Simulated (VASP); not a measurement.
Wanted: the native input for a VASP 6.6.1 run.

- Task: single point
- Functional: PBEsol
- Potentials or basis: VASP PAW PBE potentials, release 64 (Ba_sv)
- Cutoff: 520 eV
- k mesh: 14 × 14 × 14
- Occupations: gaussian, width 0.15 eV
- Spin: no spin polarisation
- Dipole correction: no
- Further INCAR settings: ALGO = Fast; EDIFF = 1e-06; NBANDS = 11

The structure of Ba lies in POSCAR:

```
Ba
1.0
   -2.3750000000      2.3750000000      2.6250000000
    2.3750000000     -2.3750000000      2.6250000000
    2.3750000000      2.3750000000     -2.6250000000
Ba
1
Direct
    0.0000000000      0.0000000000      0.0000000000
```

This cell differs from its parent crystal: strain -0.050 along x and y, +0.050 along z.

These files were run (other wordings do the same):

INCAR

```
PREC = Accurate
ENCUT = 520
EDIFF = 1E-6
ISMEAR = 0
SIGMA = 0.15
LREAL = F
LASPH = T
NELM = 100
ALGO = Fast
ISIF = 2
LWAVE = F
LCHARG = T
GGA = PS
LELF = T
LVHAR = T
NBANDS = 11
```

KPOINTS

```
Automatic mesh
0
Gamma
  14 14 14
```

Potentials or basis: VASP PAW PBE potentials, release 64 (Ba_sv).

The run is started by

```sh
$ cat potpaw_PBE.64/Ba_sv/POTCAR > POTCAR
$ mpirun -np 1 vasp_std > vasp.out
```

It gave:

```json
{"Pressure": "-0.1 GPa", "Band gap on the k mesh": "zero (bands 5 and 6 overlap by 0.92 eV)"}
```

Caveat: the cell differs from its parent crystal (strain -0.050 along x and y, +0.050 along z); the PAW data sets were made with another functional, which shifts forces and pressure a little; spin-orbit coupling is left out, which moves the levels of the heavy elements.

Wall time 70 s on 1 thread of Intel(R) Xeon(R) Platinum 8259CL CPU @ 2.50GHz (Skylake/Cascade Lake), with other jobs on the host, peak memory 0.29 GiB.
